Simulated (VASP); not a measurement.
# SbMo (rocksalt type) (Fm-3m) in VASP: electric field gradients with PBEsol

Aim: the electric field gradients of SbMo (rocksalt type) with PBEsol.

Everything below comes from runs of VASP 6.6.1. Logs are shortened: lines on timing, memory, paths and dates and some standing lists are left out, and cuts for length are marked.

**1. The cell of the first run**

Symmetry: Fm-3m, No. 225, cubic system. The conventional cell has a = 5.520 Å, b = 5.520 Å, c = 5.520 Å, α = 90.00°, β = 90.00°, γ = 90.00°. Within 3.6 Å of Mo (site symmetry m-3m) lie 6 Sb at 2.76 Å. Within 3.6 Å of Sb (site symmetry m-3m) lie 6 Mo at 2.76 Å.

**2. Electric field gradients, PBEsol**

INCAR reads:

```
SYSTEM = SbMo
PREC = Accurate
ENCUT = 520
EDIFF = 1E-8
ISMEAR = -1
SIGMA = 0.03
LREAL = .False.
LASPH = .True.
NELM = 80
ALGO = Normal
ISIF = 2
LWAVE = .False.
LCHARG = .False.
GGA = PS
LEFG = .True.
NBANDS = 16
```

KPOINTS reads:

```
Automatic mesh
0
Gamma
  10 10 10
  0 0 0
```

POSCAR reads:

```
SbMo
1.0
    0.0000000000      2.7602407532      2.7602407532
    2.7602407532      0.0000000000      2.7602407532
    2.7602407532      2.7602407532      0.0000000000
Mo Sb
1 1
Direct
    0.0000000000      0.0000000000      0.0000000000
    0.5000000000      0.5000000000      0.5000000000
```

Potentials or basis: VASP PAW PBE potentials, release 64 (Mo_sv, Sb).

On the command line:

```
cat potpaw_PBE.64/Mo_sv/POTCAR potpaw_PBE.64/Sb/POTCAR > POTCAR
mpirun -np 1 vasp_std > vasp.out
```

OUTCAR:

```text
SYSTEM = SbMo
   PREC = Accurate
   ENCUT = 520
   EDIFF = 1E-8
   ISMEAR = -1
   LREAL = .False.
   LASPH = .True.
   NELM = 80
   ISIF = 2
   GGA = PS

 ion  position               nearest neighbor table
   1  0.000  0.000  0.000-   2 2.76   2 2.76   2 2.76   2 2.76   2 2.76   2 2.76
   2  0.500  0.500  0.500-   1 2.76   1 2.76   1 2.76   1 2.76   1 2.76   1 2.76

  LATTYP: Found a face centered cubic cell.
 ALAT       =     5.5204815064

  Lattice vectors:

 A1 = (   0.0000000000,   2.7602407532,   2.7602407532)
 A2 = (   2.7602407532,   0.0000000000,   2.7602407532)
 A3 = (   2.7602407532,   2.7602407532,   0.0000000000)

Analysis of symmetry for initial positions (statically):
=====================================================================
 Subroutine PRICEL returns:
 Original cell was already a primitive cell.

 Routine SETGRP: Setting up the symmetry group for a
 face centered cubic supercell.

 Subroutine GETGRP returns: Found 48 space group operations
 (whereof 48 operations were pure point group operations)
 out of a pool of 48 trial point group operations.

The static configuration has the point symmetry O_h .

Analysis of symmetry for dynamics (positions and initial velocities):
=====================================================================
 Subroutine PRICEL returns:
 Original cell was already a primitive cell.

 Routine SETGRP: Setting up the symmetry group for a
 face centered cubic supercell.

 Subroutine GETGRP returns: Found 48 space group operations
 (whereof 48 operations were pure point group operations)
 out of a pool of 48 trial point group operations.

The dynamic configuration has the point symmetry O_h .

 Subroutine INISYM returns: Found 48 space group operations
 (whereof 48 operations are pure point group operations),
 and found     1 'primitive' translations

----------------------------------------------------------------------------------------

                                     Primitive cell

  volume of cell :      42.0602

  direct lattice vectors                    reciprocal lattice vectors
     0.000000000  2.760240753  2.760240753    -0.181143619  0.181143619  0.181143619
     2.760240753  0.000000000  2.760240753     0.181143619 -0.181143619  0.181143619
     2.760240753  2.760240753  0.000000000     0.181143619  0.181143619 -0.181143619

  length of vectors
     3.903569909  3.903569909  3.903569909     0.313749952  0.313749952  0.313749952

  position of ions in fractional coordinates (direct lattice)
     0.000000000  0.000000000  0.000000000
     0.500000000  0.500000000  0.500000000

  ion indices of the primitive-cell ions
   primitive index   ion index
                 1           1
                 2           2

----------------------------------------------------------------------------------------

 KPOINTS: Automatic mesh

Automatic generation of k-mesh.
 Grid dimensions read from file:
 generate k-points for:   10   10   10

 Generating k-lattice:

  Cartesian coordinates                     Fractional coordinates (reciprocal lattice)
    -0.018114362  0.018114362  0.018114362     0.100000000  0.000000000  0.000000000
     0.018114362 -0.018114362  0.018114362     0.000000000  0.100000000  0.000000000
     0.018114362  0.018114362 -0.018114362     0.000000000  0.000000000  0.100000000

  Length of vectors
     0.031374995  0.031374995  0.031374995

  Shift w.r.t. Gamma in fractional coordinates (k-lattice)
     0.000000000  0.000000000  0.000000000

 Subroutine IBZKPT returns following result:
 ===========================================

 Found     47 irreducible k-points:

 Following reciprocal coordinates:
            Coordinates               Weight
  0.000000  0.000000  0.000000      1.000000
  0.100000  0.000000  0.000000      8.000000
  0.200000  0.000000  0.000000      8.000000
  0.300000  0.000000  0.000000      8.000000
  0.400000  0.000000  0.000000      8.000000
  0.500000  0.000000  0.000000      4.000000
[... 16 lines left out ...]
  0.300000  0.300000  0.000000      6.000000
  0.400000  0.300000  0.000000     24.000000
 [... further k-points ...]
   k-points           NKPTS =     47   k-points in BZ     NKDIM =     47   number of bands    NBANDS=     16
   number of dos      NEDOS =    301   number of ions     NIONS =      2
   total plane-waves  NPLWV =  27000
   dimension x,y,z NGX =    30 NGY =   30 NGZ =   30
   dimension x,y,z NGXF=    60 NGYF=   60 NGZF=   60
   ions per type =               1   1
   NGX,Y,Z   is equivalent  to a cutoff of  12.78, 12.78, 12.78 a.u.
   NGXF,Y,Z  is equivalent  to a cutoff of  25.55, 25.55, 25.55 a.u.
 SYSTEM =  SbMo
   PREC   = accura    normal or accurate (medium, high low for compatibility)
   ISTART =      0    job   : 0-new  1-cont  2-samecut
   ICHARG =      2    charge: 1-file 2-atom 10-const
   ISPIN  =      1    spin polarized calculation?
   LNONCOLLINEAR =      F non collinear calculations
   LSORBIT =      F    spin-orbit coupling
   LASPH  =      T    aspherical Exc in radial PAW
   ENCUT  =  520.0 eV  38.22 Ry    6.18 a.u.   7.26  7.26  7.26*2*pi/ulx,y,z
   NELM   =     80;   NELMIN=  2; NELMDL= -5     # of ELM steps
   EDIFF  = 0.1E-07   stopping-criterion for ELM
   LREAL  =      F    real-space projection
   EDIFFG = 0.1E-06   stopping-criterion for IOM
   NSW    =      0    number of steps for IOM
   IBRION =     -1    ionic relax: 0-MD 1-quasi-New 2-CG
   NFREE  =      0    steps in history (QN), initial steepest desc. (CG)
   ISIF   =      2    stress and relaxation
   ISYM   =      2    0-nonsym 1-usesym 2-fastsym
   POTIM  = 0.5000    time-step for ionic-motion
   TEBEG  =    0.0;   TEEND  =   0.0 temperature during run
   PSTRESS=    0.0 pullay stress
   NELECT =      19.0000    total number of electrons
   NUPDOWN=      -1.0000    fix difference up-down
   EMIN   =  10.00;   EMAX   =-10.00  energy-range for DOS
   EFERMI =   0.00;   METHOD = LEGACY
   ISMEAR =    -1;   SIGMA  =   0.03  broadening in eV -4-tet -1-fermi 0-gaus
   EFERMI_NEDOS =   21; number of points for ismear=-14 and -15
   IALGO  =     38    algorithm
   IMIX   =      4    mixing-type and parameters
     AMIX     =   0.40;   BMIX     =  1.00
     AMIX_MAG =   1.60;   BMIX_MAG =  1.00
  volume/ion in A,a.u.               =      21.03       141.92
  Fermi-wavevector in a.u.,A,eV,Ry     =   1.256133  2.373748 21.468237  1.577871
  Thomas-Fermi vector in A             =   2.389856
   LORBIT       =      0    0 simple, 1 ext, 2 COOP (PROOUT), +10 PAW based schemes
   GGA     = PS    functional components
   LHFCALC =     F    Hartree Fock is set to
   AEXX    =    0.0000 exact exchange contribution
   IVDW    =     0    specifies the selected vdW correction
   LEPSILON=     F    determine dielectric tensor
   LRPA    =     F    only Hartree local field effects (RPA)
 non-spin polarized calculation
  energy-cutoff  :      520.00
  volume of cell :       42.06
 maximum number of plane-waves:      1158
 NGX is ok and might be reduce to    30
   NGX = 15   NGY = 15   NGZ = 15

 number of electron      19.0000002 magnetization

 Free energy of the ion-electron system (eV)
  ---------------------------------------------------
  ext. energy  EPLUGINS =         0.00000000
  ---------------------------------------------------
  free energy    TOTEN  =       -14.73929748 eV

  energy without entropy =      -14.72935709  energy(sigma->0) =      -14.73432729

 E-fermi :   9.9663     XC(G=0): -11.5417

 val. band max:        9.9641076298   @ k =   0.5000   0.1000   0.0000
 cond. band min:      10.0106756268   @ k =   0.5000   0.2000   0.1000
 fundamental gap:      0.0465679970
 Fermi energy:         9.9663373486

 k-point     1 :       0.0000    0.0000    0.0000
  band No.  band energies     occupation
      1     -50.8713      2.00000
      2     -25.0184      2.00000
      3     -25.0184      2.00000
      4     -25.0184      2.00000
      5      -1.9885      2.00000
      6       8.5780      2.00000
[... 8 lines left out ...]
     15      16.9765      0.00000
     16      21.3448      0.00000
[... 419 lines left out ...]
 k-point    24 :       0.4000    0.3000    0.0000
  band No.  band energies     occupation
      1     -50.8673      2.00000
      2     -25.0585      2.00000
      3     -25.0353      2.00000
      4     -25.0338      2.00000
      5      -0.2405      2.00000
      6       5.2511      2.00000
[... 8 lines left out ...]
     15      18.3206      0.00000
     16      20.4981      0.00000

 [... further k-points ...]

------------------------ aborting loop because EDIFF is reached ----------------------------------------

  FORCE on cell =-STRESS in cart. coord.  units (eV):
  Direction    XX          YY          ZZ          XY          YZ          ZX
  --------------------------------------------------------------------------------------
  -------------------------------------------------------------------------------------
  Total       -1.2612381     -1.2612381     -1.2612381      0.0000000      0.0000000      0.0000000
  in kB      -48.0437358    -48.0437358    -48.0437358      0.0000000      0.0000000      0.0000000
  external PRESSURE =     -48.0437358 kB  Pullay stress =       0.0000000 kB

 VOLUME and BASIS-vectors are now :
 -----------------------------------------------------------------------------
  energy-cutoff  :      520.00
  volume of cell :       42.06
      direct lattice vectors                 reciprocal lattice vectors
     0.000000000  2.760240753  2.760240753    -0.181143619  0.181143619  0.181143619
     2.760240753  0.000000000  2.760240753     0.181143619 -0.181143619  0.181143619
     2.760240753  2.760240753  0.000000000     0.181143619  0.181143619 -0.181143619

 POSITION                                       TOTAL-FORCE (eV/Angst)
 -----------------------------------------------------------------------------------
      0.00000      0.00000      0.00000         0.000000     -0.000000      0.000000
      2.76024      2.76024      2.76024        -0.000000      0.000000     -0.000000
 -----------------------------------------------------------------------------------
    total drift:                               -0.000000      0.000000      0.000000

  FREE ENERGIE OF THE ION-ELECTRON SYSTEM (eV)
  ---------------------------------------------------
  free  energy   TOTEN  =       -14.7392974769 eV

  energy  without entropy=      -14.7293570939  energy(sigma->0) =      -14.73432729

 Electric field gradients (V/A^2)
---------------------------------------------------------------------
 ion       V_xx      V_yy      V_zz      V_xy      V_xz      V_yz
---------------------------------------------------------------------
   1       0.000    -0.000    -0.000     0.001     0.001     0.001
   2      -0.000    -0.000    -0.000     0.000     0.000     0.000
---------------------------------------------------------------------

 Electric field gradients after diagonalization (V/A^2)
 (convention: |V_zz| > |V_xx| > |V_yy|)
----------------------------------------------------------------------
 ion       V_xx      V_yy      V_zz     asymmetry (V_yy - V_xx)/ V_zz
----------------------------------------------------------------------
   1      -0.001    -0.001     0.002       0.000
   2      -0.000    -0.000     0.000       0.000
----------------------------------------------------------------------

           NMR quadrupolar parameters

 Cq : quadrupolar parameter    Cq=e*Q*V_zz/h
 eta: asymmetry parameters     (V_yy - V_xx)/ V_zz
 Q  : nuclear electric quadrupole moment in mb (millibarn)
----------------------------------------------------------------------
 ion       Cq(MHz)       eta       Q (mb)
----------------------------------------------------------------------
   1       0.000       0.000       1.000
   2       0.000       0.000       1.000
----------------------------------------------------------------------
```

Wall time 54 s (1 thread of Intel Xeon 8259CL, shared host); peak memory 0.19 GiB.

Results:

```
Free energy                             : -14.7393 eV
Pressure                                : -4.8 GPa
Band gap on the k mesh                  : zero (an odd number of electrons rules out a gap without spin polarisation)
Largest electric field gradient by atom : under 0.05 V/Å² on every atom
```

Caveat: the cell stands under tension; the PAW data sets were made with another functional, which shifts forces and pressure a little; spin-orbit coupling is left out, which moves the levels of the heavy elements.

The gap in the log of VASP goes by the Fermi energy; the results here count the filled bands.